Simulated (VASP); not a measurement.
# K2Ni (P6/mmm) in VASP: relaxation of cell and atoms with PBE

Aim: the relaxation of cell and atoms of K2Ni with PBE.

Everything below comes from runs of VASP 6.6.1. Logs are shortened: lines on timing, memory, paths and dates and some standing lists are left out, and cuts for length are marked.

**1. The cell of the first run**

Symmetry: P6/mmm, No. 191, hexagonal system. Conventional cell: a = 5.644 Å, b = 5.644 Å, c = 3.382 Å, α = 90.00°, β = 90.00°, γ = 120.00°. Within 4.3 Å of K (site symmetry -6m2) lie 5 K at 3.26 to 3.38 Å and 6 Ni at 3.67 Å. Within 4.4 Å of Ni (site symmetry 6/mmm) lie 2 Ni at 3.38 Å and 12 K at 3.67 Å.

**2. Relaxation of cell and atoms, PBE**

INCAR reads:

```
ALGO = Fast
EDIFF = 1E-6
EDIFFG = -0.01
ENCUT = 600
GGA = PE
IBRION = 2
ISIF = 3
ISMEAR = 0
LASPH = T
LCHARG = F
LREAL = F
LWAVE = F
NELM = 80
NSW = 100
PREC = Accurate
SIGMA = 0.1
```

KPOINTS reads:

```
k-points
0
Gamma
  12 12 14
```

POSCAR reads:

```
K2Ni
1.0
    5.6439392005      0.0000000000      0.0000000000
   -2.8219696003      4.8877947251      0.0000000000
    0.0000000000      0.0000000000      3.3824492216
K Ni
2 1
Direct
    0.3333333333      0.6666666667      0.5000000000
    0.6666666667      0.3333333333      0.5000000000
    0.0000000000      0.0000000000      0.0000000000
```

Potentials or basis: VASP PAW PBE potentials, release 64 (K_sv, Ni).

On the command line:

```console
$ cat potpaw_PBE.64/K_sv/POTCAR potpaw_PBE.64/Ni/POTCAR > POTCAR
$ mpirun -np 1 vasp_std > vasp.out
```

OUTCAR:

```text
EDIFF = 1E-6
   EDIFFG = -0.01
   ENCUT = 600
   GGA = PE
   IBRION = 2
   ISIF = 3
   ISMEAR = 0
   LASPH = T
   LREAL = F
   NELM = 80
   NSW = 100
   PREC = Accurate

 ion  position               nearest neighbor table
   1  0.333  0.667  0.500-   2 3.26   2 3.26   2 3.26
   2  0.667  0.333  0.500-   1 3.26   1 3.26   1 3.26
   3  0.000  0.000  0.000-

  LATTYP: Found a hexagonal cell.
 ALAT       =     5.6439392005
 C/A-ratio  =     0.5993064598

  Lattice vectors:

 A1 = (   5.6439392005,   0.0000000000,   0.0000000000)
 A2 = (  -2.8219696003,   4.8877947251,   0.0000000000)
 A3 = (   0.0000000000,   0.0000000000,   3.3824492216)

Analysis of symmetry for initial positions (statically):
=====================================================================
 Subroutine PRICEL returns:
 Original cell was already a primitive cell.

 Routine SETGRP: Setting up the symmetry group for a
 hexagonal supercell.

 Subroutine GETGRP returns: Found 24 space group operations
 (whereof 24 operations were pure point group operations)
 out of a pool of 24 trial point group operations.

The static configuration has the point symmetry D_6h.

Analysis of symmetry for dynamics (positions and initial velocities):
=====================================================================
 Subroutine PRICEL returns:
 Original cell was already a primitive cell.

 Routine SETGRP: Setting up the symmetry group for a
 hexagonal supercell.

 Subroutine GETGRP returns: Found 24 space group operations
 (whereof 24 operations were pure point group operations)
 out of a pool of 24 trial point group operations.

The dynamic configuration has the point symmetry D_6h.

 Subroutine INISYM returns: Found 24 space group operations
 (whereof 24 operations are pure point group operations),
 and found     1 'primitive' translations

----------------------------------------------------------------------------------------

                                     Primitive cell

  volume of cell :      93.3097

  direct lattice vectors                    reciprocal lattice vectors
     5.643939201  0.000000000  0.000000000     0.177181214  0.102295622  0.000000000
    -2.821969600  4.887794725  0.000000000     0.000000000  0.204591243  0.000000000
     0.000000000  0.000000000  3.382449222     0.000000000  0.000000000  0.295643758

  length of vectors
     5.643939201  5.643939201  3.382449222     0.204591243  0.204591243  0.295643758

  position of ions in fractional coordinates (direct lattice)
     0.333333333  0.666666667  0.500000000
     0.666666667  0.333333333  0.500000000
     0.000000000  0.000000000  0.000000000

  ion indices of the primitive-cell ions
   primitive index   ion index
                 1           1
                 2           2
                 3           3

----------------------------------------------------------------------------------------

 KPOINTS: k-points

Automatic generation of k-mesh.
 Grid dimensions read from file:
 generate k-points for:   12   12   14

 Generating k-lattice:

  Cartesian coordinates                     Fractional coordinates (reciprocal lattice)
     0.014765101  0.008524635  0.000000000     0.083333333 -0.000000000  0.000000000
     0.000000000  0.017049270  0.000000000     0.000000000  0.083333333  0.000000000
     0.000000000  0.000000000  0.021117411     0.000000000  0.000000000  0.071428571

  Length of vectors
     0.017049270  0.017049270  0.021117411

  Shift w.r.t. Gamma in fractional coordinates (k-lattice)
     0.000000000  0.000000000  0.000000000

 Subroutine IBZKPT returns following result:
 ===========================================

 Found    152 irreducible k-points:

 Following reciprocal coordinates:
            Coordinates               Weight
  0.000000  0.000000  0.000000      1.000000
  0.083333 -0.000000  0.000000      6.000000
  0.166667 -0.000000  0.000000      6.000000
  0.250000 -0.000000  0.000000      6.000000
  0.333333  0.000000  0.000000      6.000000
  0.416667 -0.000000  0.000000      6.000000
[... 16 lines left out ...]
  0.250000 -0.000000  0.071429     12.000000
  0.333333  0.000000  0.071429     12.000000
 [... further k-points ...]
   k-points           NKPTS =    152   k-points in BZ     NKDIM =    152   number of bands    NBANDS=     18
   number of dos      NEDOS =    301   number of ions     NIONS =      3
   total plane-waves  NPLWV =  64512
   dimension x,y,z NGX =    48 NGY =   48 NGZ =   28
   dimension x,y,z NGXF=    96 NGYF=   96 NGZF=   56
   ions per type =               2   1
   NGX,Y,Z   is equivalent  to a cutoff of  14.14, 14.14, 13.76 a.u.
   NGXF,Y,Z  is equivalent  to a cutoff of  28.28, 28.28, 27.52 a.u.
 SYSTEM =  unknown system
   PREC   = accura    normal or accurate (medium, high low for compatibility)
   ISTART =      0    job   : 0-new  1-cont  2-samecut
   ICHARG =      2    charge: 1-file 2-atom 10-const
   ISPIN  =      1    spin polarized calculation?
   LNONCOLLINEAR =      F non collinear calculations
   LSORBIT =      F    spin-orbit coupling
   LASPH  =      T    aspherical Exc in radial PAW
   ENCUT  =  600.0 eV  44.10 Ry    6.64 a.u.  11.27 11.27  6.76*2*pi/ulx,y,z
   NELM   =     80;   NELMIN=  2; NELMDL= -5     # of ELM steps
   EDIFF  = 0.1E-05   stopping-criterion for ELM
   LREAL  =      F    real-space projection
   EDIFFG = -.1E-01   stopping-criterion for IOM
   NSW    =    100    number of steps for IOM
   IBRION =      2    ionic relax: 0-MD 1-quasi-New 2-CG
   NFREE  =      1    steps in history (QN), initial steepest desc. (CG)
   ISIF   =      3    stress and relaxation
   ISYM   =      2    0-nonsym 1-usesym 2-fastsym
   POTIM  = 0.5000    time-step for ionic-motion
   TEBEG  =    0.0;   TEEND  =   0.0 temperature during run
   PSTRESS=    0.0 pullay stress
   NELECT =      28.0000    total number of electrons
   NUPDOWN=      -1.0000    fix difference up-down
   EMIN   =  10.00;   EMAX   =-10.00  energy-range for DOS
   EFERMI =   0.00;   METHOD = LEGACY
   ISMEAR =     0;   SIGMA  =   0.10  broadening in eV -4-tet -1-fermi 0-gaus
   EFERMI_NEDOS =   21; number of points for ismear=-14 and -15
   IALGO  =     68    algorithm
   IMIX   =      4    mixing-type and parameters
     AMIX     =   0.40;   BMIX     =  1.00
     AMIX_MAG =   1.60;   BMIX_MAG =  1.00
  volume/ion in A,a.u.               =      31.10       209.89
  Fermi-wavevector in a.u.,A,eV,Ry     =   1.096020  2.071178 16.344145  1.201261
  Thomas-Fermi vector in A             =   2.232355
   LORBIT       =      0    0 simple, 1 ext, 2 COOP (PROOUT), +10 PAW based schemes
   GGA     = PE    functional components
   LHFCALC =     F    Hartree Fock is set to
   AEXX    =    0.0000 exact exchange contribution
   IVDW    =     0    specifies the selected vdW correction
   LEPSILON=     F    determine dielectric tensor
   LRPA    =     F    only Hartree local field effects (RPA)
 conjugate gradient relaxation of ions
 non-spin polarized calculation
 RMM-DIIS sequential band-by-band and
 Gauss-broadening in eV      SIGMA  =   0.10
  energy-cutoff  :      600.00
  volume of cell :       93.31
 maximum number of plane-waves:      3157
 NGX is ok and might be reduce to    48
   NGX = 23   NGY = 23   NGZ = 13

--------------------------------------- Ionic step        1  -------------------------------------------

 number of electron      28.0000013 magnetization

 Free energy of the ion-electron system (eV)
  ---------------------------------------------------
  ext. energy  EPLUGINS =         0.00000000
  ---------------------------------------------------
  free energy    TOTEN  =        -5.27039915 eV

  energy without entropy =       -5.26101795  energy(sigma->0) =       -5.26570855

------------------------ aborting loop because EDIFF is reached ----------------------------------------

  FORCE on cell =-STRESS in cart. coord.  units (eV):
  Direction    XX          YY          ZZ          XY          YZ          ZX
  --------------------------------------------------------------------------------------
  -------------------------------------------------------------------------------------
  Total        0.0836784      0.0836784      0.1289386     -0.0000000      0.0000000      0.0000000
  in kB        1.4368038      1.4368038      2.2139460     -0.0000000      0.0000000      0.0000000
  external PRESSURE =       1.6958512 kB  Pullay stress =       0.0000000 kB
[... 133 lines left out ...]
  energy  without entropy=       -5.2615404465  energy(sigma->0) =       -5.26641140

--------------------------------------- Ionic step        5  -------------------------------------------

 number of electron      28.0000009 magnetization

 Free energy of the ion-electron system (eV)
  ---------------------------------------------------
  ext. energy  EPLUGINS =         0.00000000
  ---------------------------------------------------
  free energy    TOTEN  =        -5.27128357 eV

  energy without entropy =       -5.26158594  energy(sigma->0) =       -5.26643476

 E-fermi :   1.8126     XC(G=0):  -8.0476

 val. band max:        1.8106382750   @ k =   0.2500  -0.0000   0.4286
 cond. band min:       1.8441572396   @ k =   0.1667   0.1667   0.4286
 fundamental gap:      0.0335189646
 Fermi energy:         1.8126319955

 k-point     1 :       0.0000    0.0000    0.0000
  band No.  band energies     occupation
      1     -30.1317      2.00000
      2     -29.9804      2.00000
      3     -13.8413      2.00000
      4     -13.8413      2.00000
      5     -13.3352      2.00000
      6     -13.2968      2.00000
[... 10 lines left out ...]
     17       4.2833      0.00000
     18       5.2933      0.00000
[... 466 lines left out ...]
      2     -30.0096      2.00000
      3     -13.8803      2.00000
      4     -13.7591      2.00000
      5     -13.3842      2.00000
      6     -13.3414      2.00000
[... 10 lines left out ...]
     17       4.0377      0.00000
     18       5.4035      0.00000

 [... further k-points ...]
[... 5 lines left out ...]
  --------------------------------------------------------------------------------------
  -------------------------------------------------------------------------------------
  Total       -0.0291187     -0.0291187      0.0251135      0.0000000     -0.0000000      0.0000000
  in kB       -0.4923836     -0.4923836      0.4246578      0.0000000     -0.0000000      0.0000000
  external PRESSURE =      -0.1867032 kB  Pullay stress =       0.0000000 kB
[... 18 lines left out ...]
  FREE ENERGIE OF THE ION-ELECTRON SYSTEM (eV)
  ---------------------------------------------------
  free  energy   TOTEN  =        -5.2712835725 eV

  energy  without entropy=       -5.2615859436  energy(sigma->0) =       -5.26643476

 reached required accuracy - stopping structural energy minimisation
```

Wall time 37 min (1 thread of Oxide Virtual Turin-like, shared host); peak memory 0.46 GiB.

What came out:

| Item | Value |
| --- | --- |
| Free energy | -5.2713 eV |
| Relaxed volume | 31.58 Å³/atom |
| Relaxed cell | a = 5.668 Å, b = 5.668 Å, c = 3.405 Å, α = 90.00°, β = 90.00°, γ = 120.00° |
| Space group after relaxing (to 0.05 Å) | P6/mmm (No. 191) |
| Energy gained by relaxing | 0.3 meV/atom |
| Ionic steps | 5 |
| Pressure after relaxing | 0.0 GPa |
| Band gap on the k mesh | zero (band 14 reaches 2.34 eV, above the bottom of band 15 at 1.62 eV) |

The path:
```tsv
step	energy change (eV)	largest force (eV/Å)	pressure (GPa)	volume (Å³)
1	0.0000	0.0000	0.17	93.31
2	-0.0004	0.0000	0.12	93.75
3	-0.0007	0.0000	0.07	94.15
4	-0.0009	0.0000	-0.04	94.95
5	-0.0009	0.0000	-0.02	94.75
```

Final structure:
```
K Ni
1.0
     5.66842    0.00000    0.00000
    -2.83421    4.90899    0.00000
     0.00000    0.00000    3.40505
K Ni
2 1
Direct
  0.33333 0.66667 0.50000
  0.66667 0.33333 0.50000
  0.00000 0.00000 0.00000
```

Levels at points of the mesh, in eV from the Fermi level:
| k point | band 10 | band 11 | band 12 | band 13 | band 14 | band 15 | band 16 | band 17 | band 18 |
| --- | --- | --- | --- | --- | --- | --- | --- | --- | --- |
| (0.00, 0.00, 0.00) | -0.76 | -0.38 | -0.38 | -0.20 | -0.20 | 1.38 | 1.38 | 2.47 | 3.48 |
| (0.50, 0.00, 0.00) | -0.98 | -0.69 | -0.50 | -0.33 | -0.20 | -0.20 | 1.58 | 1.93 | 3.65 |
| (0.00, 0.00, 0.50) | -0.62 | -0.62 | -0.42 | -0.42 | 0.15 | 0.54 | 2.62 | 2.62 | 3.17 |
| (0.50, 0.00, 0.50) | -0.68 | -0.59 | -0.28 | -0.27 | 0.50 | 1.15 | 1.23 | 1.47 | 3.43 |

Spin polarisation is off, so any magnetic state and its effect on volume and gap are missing.
